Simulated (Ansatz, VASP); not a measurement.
## Two plane-wave programs on As

```
As
1.0
     0.00000    2.14107    2.14107
     2.14107    0.00000    2.14107
     2.14107    2.14107    0.00000
As
1
Direct
  0.00000 0.00000 0.00000
```

Alike in both runs: functional revPBE; k mesh 13 × 13 × 13; occupations fermi-dirac, width 0.1 eV; no spin polarisation.

Ansatz relaxed the structure, and its values are those at the end. VASP's run is a single point on that final structure, the one shown.

|  | VASP | Ansatz |
| --- | --- | --- |
| version | VASP 6.6.1 | Ansatz 0.2.0 |
| potentials or method | VASP PAW PBE potentials, release 64 (As), cutoff 500 eV | plane waves (420 eV) with PAW, scalar-relativistic |
| valence electrons in the cell | 5 | 15 |

```csv
,VASP,Ansatz,Ansatz less VASP
pressure (GPa),0.0,0.0,+0.01
```

VASP's potentials were made for PBE, not for revPBE. The functional is the same, so the differences come from potentials, cutoffs and numerics. VASP's potentials hold 5 valence electrons a cell and Ansatz's 15, so a difference there can come from the potentials and not from the codes.
